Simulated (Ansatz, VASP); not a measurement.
**Fe in VASP and in Ansatz**

```
CELL_PARAMETERS angstrom
0.00000 3.46800 3.46800
1.73400 0.00000 1.73400
1.73400 1.73400 0.00000
ATOMIC_POSITIONS crystal
Fe 0.00000 0.00000 0.00000
Fe 0.50000 0.00000 0.00000
```

Alike in both runs: task single point; functional PBE; k mesh 7 × 14 × 14; occupations fermi-dirac, width 0.05 eV; collinear spin.

```csv
,VASP,Ansatz
version,VASP 6.6.1,Ansatz 0.2.0
potentials or method,"VASP PAW PBE potentials, release 64 (Fe), cutoff 520 eV","PAW, plane waves, scalar-relativistic"
valence electrons in the cell,16,32
```

Ansatz gave:

| Quantity | Value |
| --- | --- |
| pressure (GPa) | 2.8 |
| net moment per atom (μB) | 0.97 |
| size of the moment on the site where the two differ most (μB) | 0.98 |

Which values does VASP return?

Pressure (GPa): 2.6; net moment per atom (μB): 1.01; size of the moment on the site where the two differ most (μB): 0.99.

Site moments also hang on the region over which each program counts them. VASP's potentials hold 16 valence electrons a cell and Ansatz's 32, so a difference there can come from the potentials and not from the codes.
